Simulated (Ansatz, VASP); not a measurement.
Zn4Se3S in VASP and in Ansatz

The input INCAR:

```
ALGO = Normal
EDIFF = 1E-7
EDIFFG = -0.025
ENCUT = 600
GGA = PE
IBRION = 2
ISIF = 3
ISMEAR = 0
LASPH = T
LCHARG = F
LREAL = F
LWAVE = F
NELM = 100
NSW = 80
PREC = Accurate
SIGMA = 0.1
```

KPOINTS

```
k-points
0
Gamma
  4 4 2
```

Contents of POSCAR:

```
Zn4Se3S
1.0
   -4.0196689963      0.0206067766      0.0032821958
    0.0046399990     -0.0731619889     -5.5954129715
    0.0412434726     -8.1044007265     -0.1035803220
Zn Se S
4 3 1
Direct
    0.0175011141     -0.0212171183      0.2591373813
    0.5241607397      0.4769608360      0.5041363565
   -0.0151563469      0.0032875841      0.7493454383
    0.4557947225      0.5323403842      0.0058368012
    0.4691530107      0.7217588506      0.2276472392
    0.5507888321      0.7884384612      0.7756581635
   -0.0042687538      0.2415551171     -0.0094305492
    0.0020266815      0.2568758851      0.4876691692
```

Input for Ansatz:

```yaml
crystal:
  lattice:
    - [-4.0196689963, 0.0206067766, 0.0032821958]
    - [0.004639999, -0.0731619889, -5.5954129715]
    - [0.0412434726, -8.1044007265, -0.103580322]
  atoms:
    - { symbol: Zn, position: [0.0175011141, -0.0212171183, 0.2591373813] }
    - { symbol: Zn, position: [0.5241607397, 0.476960836, 0.5041363565] }
    - { symbol: Zn, position: [-0.0151563469, 0.0032875841, 0.7493454383] }
    - { symbol: Zn, position: [0.4557947225, 0.5323403842, 0.0058368012] }
    - { symbol: Se, position: [0.4691530107, 0.7217588506, 0.2276472392] }
    - { symbol: Se, position: [0.5507888321, 0.7884384612, 0.7756581635] }
    - { symbol: Se, position: [-0.0042687538, 0.2415551171, -0.0094305492] }
    - { symbol: S, position: [0.0020266815, 0.2568758851, 0.4876691692] }
basis:
  ecutwfc: 420
kpoints:
  mp_grid: { grid: [4, 4, 2] }
hamiltonian:
  xc: pbe
scf:
  occupations: { method: gaussian, width: 0.1 }
  lower_state_search: "off"
output:
  forces: true
  stress: true
  eigenvalues: true
relax:
  adjacent_minimum: "off"
  f_tol: 0.025
  max_steps: 60
  cell: { stress_tol: 0.25 }
```

Change from the starting cell: cell x1, atoms moved at random (sigma 0.15 Å) and cell strained at random (1.5 %), then relaxed without symmetry.

Alike in both runs: task relaxation of cell and atoms; functional PBE; k mesh 4 × 4 × 2; occupations gaussian, width 0.1 eV; no spin polarisation.

|  | VASP | Ansatz |
| --- | --- | --- |
| version | VASP 6.6.1 | Ansatz 0.2.0 |
| potentials or method | VASP PAW PBE potentials, release 64 (Zn, Se, S), cutoff 600 eV | scalar-relativistic, plane waves, PAW |
| valence electrons in the cell | 72 | 102 |

```csv
,VASP,Ansatz,Ansatz less VASP
"gap on the k mesh at the Fermi level, each at its own relaxed structure (eV)",1.27,1.28,+0.012
relaxed volume (Å³/atom),22.77,22.68,-0.089
relaxed cell length with the largest relative difference (Å),8.048,8.033,-0.0143
```

VASP's potentials hold 72 valence electrons a cell and Ansatz's 102, so a difference there can come from the potentials and not from the codes.
